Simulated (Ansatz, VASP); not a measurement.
# GaN in VASP and in Ansatz

```
Ga N
1.0
     0.00000    2.12939    2.12939
     2.12939    0.00000    2.12939
     2.12939    2.12939    0.00000
Ga N
1 1
Direct
  0.50000 0.50000 0.50000
  0.00000 0.00000 0.00000
```

Alike in both runs: task single point; functional r2SCAN; k mesh 8 × 8 × 8; no spin polarisation.

|  | VASP | Ansatz |
| --- | --- | --- |
| version | VASP 6.6.1 | Ansatz 0.2.0 |
| potentials or method | VASP PAW PBE potentials, release 64 (Ga_d, N_h) | plane waves, PAW |
| plane-wave cutoff (eV) | 910 | 500 |
| occupations | gaussian, width 0.01 eV | fixed |
| valence electrons in the cell | 18 | 18 |

Ansatz gave:

```
gap on the k mesh at the Fermi level (eV) : 0.99
```

Task: What did VASP give for the same quantities?

Result: gap on the k mesh at the Fermi level (eV): 0.97.

VASP's potentials were made for PBE, not for r2SCAN.

Noted on VASP's run: the cutoff is under 1.25 times that of the potentials, so the pressure is a little rough.
